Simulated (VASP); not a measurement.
# Sr (Im-3m) in VASP: further runs

The runs below take Sr through single point, relaxation of cell and atoms, with PBE.

Everything below comes from runs of VASP 6.6.1. Logs are shortened: lines on timing, memory, paths and dates and some standing lists are left out, and cuts for length are marked.

## 1. The cell of the first run

The structure is cubic, space group Im-3m (No. 229). The conventional cell has a = 4.757 Å, b = 4.757 Å, c = 4.757 Å, α = 90.00°, β = 90.00°, γ = 90.00°. Sr (site symmetry m-3m) has 14 Sr at 4.12 to 4.76 Å within 5.4 Å.

## 2. Single point, PBE

Contents of INCAR:

```
  PREC = Accurate
  ENCUT = 520
  EDIFF = 1E-6
  ISMEAR = 0
  SIGMA = 0.1
  LREAL = F
  LASPH = T
  NELM = 80
  ALGO = Normal
  ISIF = 2
  LWAVE = F
  LCHARG = T
  GGA = PE
  LELF = T
  LVHAR = T
  NBANDS = 11
```

Contents of KPOINTS:

```
regular mesh
0
Gamma
  12 12 12
```

Contents of POSCAR:

```
Sr
1.0
   -2.3786866746      2.3786866746      2.3786866746
    2.3786866746     -2.3786866746      2.3786866746
    2.3786866746      2.3786866746     -2.3786866746
Sr
1
Direct
    0.0000000000      0.0000000000      0.0000000000
```

Potentials or basis: VASP PAW PBE potentials, release 64 (Sr_sv).

Command:

```bash
$ cat potpaw_PBE.64/Sr_sv/POTCAR > POTCAR
$ mpirun -np 1 vasp_std > vasp.out
```

OUTCAR:

```text
PREC = Accurate
   ENCUT = 520
   EDIFF = 1E-6
   ISMEAR = 0
   LREAL = F
   LASPH = T
   NELM = 80
   ISIF = 2
   GGA = PE

 ion  position               nearest neighbor table
   1  0.000  0.000  0.000-

  LATTYP: Found a body centered cubic cell.
 ALAT       =     4.7573733492

  Lattice vectors:

 A1 = (  -2.3786866746,   2.3786866746,   2.3786866746)
 A2 = (   2.3786866746,  -2.3786866746,   2.3786866746)
 A3 = (   2.3786866746,   2.3786866746,  -2.3786866746)

Analysis of symmetry for initial positions (statically):
=====================================================================
 Subroutine PRICEL returns:
 Original cell was already a primitive cell.

 Routine SETGRP: Setting up the symmetry group for a
 body centered cubic supercell.

 Subroutine GETGRP returns: Found 48 space group operations
 (whereof 48 operations were pure point group operations)
 out of a pool of 48 trial point group operations.

The static configuration has the point symmetry O_h .

Analysis of symmetry for dynamics (positions and initial velocities):
=====================================================================
 Subroutine PRICEL returns:
 Original cell was already a primitive cell.

 Routine SETGRP: Setting up the symmetry group for a
 body centered cubic supercell.

 Subroutine GETGRP returns: Found 48 space group operations
 (whereof 48 operations were pure point group operations)
 out of a pool of 48 trial point group operations.

The dynamic configuration has the point symmetry O_h .

 Subroutine INISYM returns: Found 48 space group operations
 (whereof 48 operations are pure point group operations),
 and found     1 'primitive' translations

----------------------------------------------------------------------------------------

                                     Primitive cell

  volume of cell :      53.8359

  direct lattice vectors                    reciprocal lattice vectors
    -2.378686675  2.378686675  2.378686675     0.000000000  0.210200026  0.210200026
     2.378686675 -2.378686675  2.378686675     0.210200026  0.000000000  0.210200026
     2.378686675  2.378686675 -2.378686675     0.210200026  0.210200026  0.000000000

  length of vectors
     4.120006176  4.120006176  4.120006176     0.297267727  0.297267727  0.297267727

  position of ions in fractional coordinates (direct lattice)
     0.000000000  0.000000000  0.000000000

  ion indices of the primitive-cell ions
   primitive index   ion index
                 1           1

----------------------------------------------------------------------------------------

 KPOINTS: regular mesh

Automatic generation of k-mesh.
 Grid dimensions read from file:
 generate k-points for:   12   12   12

 Generating k-lattice:

  Cartesian coordinates                     Fractional coordinates (reciprocal lattice)
     0.000000000  0.017516669  0.017516669     0.083333333  0.000000000  0.000000000
     0.017516669  0.000000000  0.017516669     0.000000000  0.083333333  0.000000000
     0.017516669  0.017516669  0.000000000     0.000000000  0.000000000  0.083333333

  Length of vectors
     0.024772311  0.024772311  0.024772311

  Shift w.r.t. Gamma in fractional coordinates (k-lattice)
     0.000000000  0.000000000  0.000000000

 Subroutine IBZKPT returns following result:
 ===========================================

 Found     72 irreducible k-points:

 Following reciprocal coordinates:
            Coordinates               Weight
  0.000000  0.000000  0.000000      1.000000
  0.083333  0.000000  0.000000     12.000000
  0.166667  0.000000  0.000000     12.000000
  0.250000  0.000000  0.000000     12.000000
  0.333333  0.000000  0.000000     12.000000
  0.416667  0.000000  0.000000     12.000000
[... 16 lines left out ...]
  0.333333  0.083333  0.083333     24.000000
  0.416667  0.083333  0.083333     12.000000
 [... further k-points ...]
   k-points           NKPTS =     72   k-points in BZ     NKDIM =     72   number of bands    NBANDS=     11
   number of dos      NEDOS =    301   number of ions     NIONS =      1
   total plane-waves  NPLWV =  32768
   dimension x,y,z NGX =    32 NGY =   32 NGZ =   32
   dimension x,y,z NGXF=    64 NGYF=   64 NGZF=   64
   ions per type =               1
   NGX,Y,Z   is equivalent  to a cutoff of  12.91, 12.91, 12.91 a.u.
   NGXF,Y,Z  is equivalent  to a cutoff of  25.82, 25.82, 25.82 a.u.
 SYSTEM =  unknown system
   PREC   = accura    normal or accurate (medium, high low for compatibility)
   ISTART =      0    job   : 0-new  1-cont  2-samecut
   ICHARG =      2    charge: 1-file 2-atom 10-const
   ISPIN  =      1    spin polarized calculation?
   LNONCOLLINEAR =      F non collinear calculations
   LSORBIT =      F    spin-orbit coupling
   LASPH  =      T    aspherical Exc in radial PAW
   ENCUT  =  520.0 eV  38.22 Ry    6.18 a.u.   7.66  7.66  7.66*2*pi/ulx,y,z
   NELM   =     80;   NELMIN=  2; NELMDL= -5     # of ELM steps
   EDIFF  = 0.1E-05   stopping-criterion for ELM
   LREAL  =      F    real-space projection
   EDIFFG = 0.1E-04   stopping-criterion for IOM
   NSW    =      0    number of steps for IOM
   IBRION =     -1    ionic relax: 0-MD 1-quasi-New 2-CG
   NFREE  =      0    steps in history (QN), initial steepest desc. (CG)
   ISIF   =      2    stress and relaxation
   ISYM   =      2    0-nonsym 1-usesym 2-fastsym
   POTIM  = 0.5000    time-step for ionic-motion
   TEBEG  =    0.0;   TEEND  =   0.0 temperature during run
   PSTRESS=    0.0 pullay stress
   NELECT =      10.0000    total number of electrons
   NUPDOWN=      -1.0000    fix difference up-down
   EMIN   =  10.00;   EMAX   =-10.00  energy-range for DOS
   EFERMI =   0.00;   METHOD = LEGACY
   ISMEAR =     0;   SIGMA  =   0.10  broadening in eV -4-tet -1-fermi 0-gaus
   EFERMI_NEDOS =   21; number of points for ismear=-14 and -15
   IALGO  =     38    algorithm
   IMIX   =      4    mixing-type and parameters
     AMIX     =   0.40;   BMIX     =  1.00
     AMIX_MAG =   1.60;   BMIX_MAG =  1.00
  volume/ion in A,a.u.               =      53.84       363.30
  Fermi-wavevector in a.u.,A,eV,Ry     =   0.934080  1.765156 11.871168  0.872506
  Thomas-Fermi vector in A             =   2.060848
   LORBIT       =      0    0 simple, 1 ext, 2 COOP (PROOUT), +10 PAW based schemes
   GGA     = PE    functional components
   LHFCALC =     F    Hartree Fock is set to
   AEXX    =    0.0000 exact exchange contribution
   IVDW    =     0    specifies the selected vdW correction
   LEPSILON=     F    determine dielectric tensor
   LRPA    =     F    only Hartree local field effects (RPA)
 non-spin polarized calculation
 Gauss-broadening in eV      SIGMA  =   0.10
  energy-cutoff  :      520.00
  volume of cell :       53.84
 maximum number of plane-waves:      1481
   NGX = 15   NGY = 15   NGZ = 15

 number of electron      10.0000000 magnetization

 Free energy of the ion-electron system (eV)
  ---------------------------------------------------
  ext. energy  EPLUGINS =         0.00000000
  ---------------------------------------------------
  free energy    TOTEN  =        -1.63395617 eV

  energy without entropy =       -1.62787039  energy(sigma->0) =       -1.63091328

 E-fermi :   1.6692     XC(G=0):  -7.4122

 val. band max:        1.6617302335   @ k =  -0.4167   0.5000   0.3333
 cond. band min:       1.6762536396   @ k =   0.5000   0.5000   0.2500
 fundamental gap:      0.0145234062
 Fermi energy:         1.6691916678

 k-point     1 :       0.0000    0.0000    0.0000
  band No.  band energies     occupation
      1     -34.9129      2.00000
      2     -16.7952      2.00000
      3     -16.7952      2.00000
      4     -16.7952      2.00000
      5      -2.0138      2.00000
      6       4.0612      0.00000
      7       4.0612      0.00000
      8       4.0612      0.00000
      9       5.4057      0.00000
     10       5.4057      0.00000
     11       9.8129      0.00000

 k-point     2 :       0.0833    0.0000    0.0000
  band No.  band energies     occupation
      1     -34.9118      2.00000
      2     -16.8100      2.00000
      3     -16.8000      2.00000
      4     -16.7952      2.00000
      5      -1.8930      2.00000
      6       3.9528      0.00000
      7       3.9846      0.00000
      8       4.1785      0.00000
      9       5.2462      0.00000
     10       5.3990      0.00000
     11       9.9394      0.00000

 k-point     3 :       0.1667    0.0000    0.0000
  band No.  band energies     occupation
      1     -34.9087      2.00000
      2     -16.8499      2.00000
      3     -16.8130      2.00000
      4     -16.7952      2.00000
      5      -1.5426      2.00000
      6       3.6558      0.00000
      7       3.6877      0.00000
      8       4.5254      0.00000
      9       5.0917      0.00000
     10       5.4029      0.00000
     11      10.0819      0.00000

 k-point     4 :       0.2500    0.0000    0.0000
  band No.  band energies     occupation
      1     -34.9045      2.00000
      2     -16.9037      2.00000
      3     -16.8308      2.00000
      4     -16.7953      2.00000
      5      -0.9999      2.00000
      6       3.1176      0.00000
      7       3.3793      0.00000
      8       5.0862      0.00000
      9       5.1593      0.00000
     10       5.4639      0.00000
     11       9.6071      0.00000
[... 239 lines left out ...]
 k-point    22 :       0.2500    0.0833    0.0833
  band No.  band energies     occupation
      1     -34.8995      2.00000
      2     -16.9584      2.00000
      3     -16.8487      2.00000
      4     -16.8081      2.00000
      5      -0.1257      2.00000
      6       2.5226      0.00000
      7       2.8789      0.00000
      8       5.4066      0.00000
      9       5.6940      0.00000
     10       6.0560      0.00000
     11       8.2680      0.00000

 k-point    23 :       0.3333    0.0833    0.0833
  band No.  band energies     occupation
      1     -34.8968      2.00000
      2     -16.9845      2.00000
      3     -16.8674      2.00000
      4     -16.8088      2.00000
      5       0.5393      2.00000
      6       2.1180      0.00000
      7       2.7288      0.00000
      8       5.4042      0.00000
      9       5.8573      0.00000
     10       6.6784      0.00000
     11       7.5193      0.00000

 k-point    24 :       0.4167    0.0833    0.0833
  band No.  band energies     occupation
      1     -34.8958      2.00000
      2     -16.9937      2.00000
      3     -16.8746      2.00000
      4     -16.8091      2.00000
      5       0.8949      2.00000
      6       1.8938      0.00149
      7       2.6781      0.00000
      8       5.3358      0.00000
      9       5.9335      0.00000
     10       6.9575      0.00000
     11       7.3461      0.00000

 [... further k-points ...]
[... 5 lines left out ...]
  --------------------------------------------------------------------------------------
  -------------------------------------------------------------------------------------
  Total        0.0019958      0.0019958      0.0019958      0.0000000      0.0000000     -0.0000000
  in kB        0.0593958      0.0593958      0.0593958      0.0000000      0.0000000     -0.0000000
  external PRESSURE =       0.0593958 kB  Pullay stress =       0.0000000 kB

 VOLUME and BASIS-vectors are now :
 -----------------------------------------------------------------------------
  energy-cutoff  :      520.00
  volume of cell :       53.84
      direct lattice vectors                 reciprocal lattice vectors
    -2.378686675  2.378686675  2.378686675     0.000000000  0.210200026  0.210200026
     2.378686675 -2.378686675  2.378686675     0.210200026  0.000000000  0.210200026
     2.378686675  2.378686675 -2.378686675     0.210200026  0.210200026  0.000000000

 POSITION                                       TOTAL-FORCE (eV/Angst)
 -----------------------------------------------------------------------------------
      0.00000      0.00000      0.00000         0.000000     -0.000000     -0.000000
 -----------------------------------------------------------------------------------
    total drift:                                0.000000      0.000000      0.000000

  FREE ENERGIE OF THE ION-ELECTRON SYSTEM (eV)
  ---------------------------------------------------
  free  energy   TOTEN  =        -1.6339561662 eV

  energy  without entropy=       -1.6278703853  energy(sigma->0) =       -1.63091328
```

It took 27 s on 1 thread of Intel Xeon 8259CL, shared host; peak memory 0.19 GiB.

Results:

```yaml
Free_energy: -1.6340 eV
Pressure: 0.0 GPa
Band_gap_on_the_k_mesh: zero (band 5 reaches 2.01 eV, above the bottom of band 6 at 1.49 eV)
```

## 3. Relaxation of cell and atoms, PBE

This run uses another cell than the first one, of 57.75 Å³/atom, 1.073 times its volume.

Contents of INCAR:

```
SYSTEM = Sr
ALGO = Normal ; EDIFF = 1E-6
EDIFFG = -0.005 ; ENCUT = 600
GGA = PE ; IBRION = 2
ISIF = 3 ; ISMEAR = 0
LASPH = .True. ; LCHARG = .False.
LREAL = .False. ; LWAVE = .False.
NELM = 60 ; NSW = 100
PREC = Accurate ; SIGMA = 0.1
```

Contents of KPOINTS:

```
k-points
0
Gamma
  12 12 12
  0 0 0
```

Contents of POSCAR:

```
Sr
1.0
   -2.4350000000      2.4350000000      2.4350000000
    2.4350000000     -2.4350000000      2.4350000000
    2.4350000000      2.4350000000     -2.4350000000
Sr
1
Direct
    0.0000000000      0.0000000000      0.0000000000
```

Potentials or basis: VASP PAW PBE potentials, release 64 (Sr_sv).

Command:

```bash
$ cat potpaw_PBE.64/Sr_sv/POTCAR > POTCAR
$ mpirun -np 1 vasp_std > vasp.out
```

OUTCAR:

```text
SYSTEM = Sr
   EDIFF = 1E-6
   EDIFFG = -0.005
   ENCUT = 600
   GGA = PE
   IBRION = 2
   ISIF = 3
   ISMEAR = 0
   LASPH = .True.
   LREAL = .False.
   NELM = 60
   NSW = 100
   PREC = Accurate

 ion  position               nearest neighbor table
   1  0.000  0.000  0.000-

  LATTYP: Found a body centered cubic cell.
 ALAT       =     4.8700000000

  Lattice vectors:

 A1 = (  -2.4350000000,   2.4350000000,   2.4350000000)
 A2 = (   2.4350000000,  -2.4350000000,   2.4350000000)
 A3 = (   2.4350000000,   2.4350000000,  -2.4350000000)

Analysis of symmetry for initial positions (statically):
=====================================================================
 Subroutine PRICEL returns:
 Original cell was already a primitive cell.

 Routine SETGRP: Setting up the symmetry group for a
 body centered cubic supercell.

 Subroutine GETGRP returns: Found 48 space group operations
 (whereof 48 operations were pure point group operations)
 out of a pool of 48 trial point group operations.

The static configuration has the point symmetry O_h .

Analysis of symmetry for dynamics (positions and initial velocities):
=====================================================================
[... 166 lines left out ...]
  Total       -0.2596744     -0.2596744     -0.2596744      0.0000000     -0.0000000      0.0000000
  in kB       -7.2041520     -7.2041520     -7.2041520      0.0000000     -0.0000000      0.0000000
  external PRESSURE =      -7.2041520 kB  Pullay stress =       0.0000000 kB
[... 92 lines left out ...]
--------------------------------------- Ionic step        4  -------------------------------------------

 number of electron      10.0000000 magnetization

 Free energy of the ion-electron system (eV)
  ---------------------------------------------------
  ext. energy  EPLUGINS =         0.00000000
  ---------------------------------------------------
  free energy    TOTEN  =        -1.63401204 eV

  energy without entropy =       -1.62792940  energy(sigma->0) =       -1.63097072

 E-fermi :   1.6701     XC(G=0):  -7.4127

 val. band max:        1.6623417869   @ k =  -0.4167   0.5000   0.3333
 cond. band min:       1.6772145276   @ k =   0.5000   0.5000   0.2500
 fundamental gap:      0.0148727407
 Fermi energy:         1.6700783529

 k-point     1 :       0.0000    0.0000    0.0000
  band No.  band energies     occupation
      1     -34.9107      2.00000
      2     -16.7934      2.00000
      3     -16.7934      2.00000
      4     -16.7934      2.00000
      5      -2.0129      2.00000
      6       4.0624      0.00000
      7       4.0624      0.00000
      8       4.0624      0.00000
      9       5.4070      0.00000
[... 265 lines left out ...]
 k-point    24 :       0.4167    0.0833    0.0833
  band No.  band energies     occupation
      1     -34.8936      2.00000
      2     -16.9921      2.00000
      3     -16.8729      2.00000
      4     -16.8074      2.00000
      5       0.8959      2.00000
      6       1.8952      0.00146
      7       2.6790      0.00000
      8       5.3375      0.00000
      9       5.9350      0.00000

 [... further k-points ...]
[... 5 lines left out ...]
  --------------------------------------------------------------------------------------
  -------------------------------------------------------------------------------------
  Total       -0.0009410     -0.0009410     -0.0009410     -0.0000000      0.0000000     -0.0000000
  in kB       -0.0280107     -0.0280107     -0.0280107     -0.0000000      0.0000000     -0.0000000
  external PRESSURE =      -0.0280107 kB  Pullay stress =       0.0000000 kB
[... 16 lines left out ...]
  FREE ENERGIE OF THE ION-ELECTRON SYSTEM (eV)
  ---------------------------------------------------
  free  energy   TOTEN  =        -1.6340120425 eV

  energy  without entropy=       -1.6279293971  energy(sigma->0) =       -1.63097072

 reached required accuracy - stopping structural energy minimisation
```

Wall time 3.2 min (1 thread of Intel Xeon 8259CL, shared host); peak memory 0.24 GiB.

What came out:

```
Free energy                            : -1.6340 eV
Relaxed volume                         : 53.82 Å³/atom
Relaxed cell                           : a = 4.120 Å, b = 4.120 Å, c = 4.120 Å, α = 109.47°, β = 109.47°, γ = 109.47°
Space group after relaxing (to 0.05 Å) : Im-3m (No. 229)
Energy gained by relaxing              : 9.2 meV/atom
Ionic steps                            : 4
Pressure after relaxing                : 0.0 GPa
Band gap on the k mesh                 : zero (band 5 reaches 2.01 eV, above the bottom of band 6 at 1.49 eV)
```

The path:
| step | energy change (eV) | largest force (eV/Å) | pressure (GPa) | volume (Å³) |
| --- | --- | --- | --- | --- |
| 1 | 0.0000 | 0.0000 | -0.72 | 57.75 |
| 2 | -0.0072 | 0.0000 | -0.37 | 55.61 |
| 3 | -0.0091 | 0.0000 | 0.08 | 53.43 |
| 4 | -0.0092 | 0.0000 | 0.00 | 53.82 |

Final structure:
```yaml
crystal:
  lattice:
    - [-2.37850, 2.37850, 2.37850]
    - [2.37850, -2.37850, 2.37850]
    - [2.37850, 2.37850, -2.37850]
  atoms:
    - { symbol: Sr, position: [0.00000, 0.00000, 0.00000] }
```
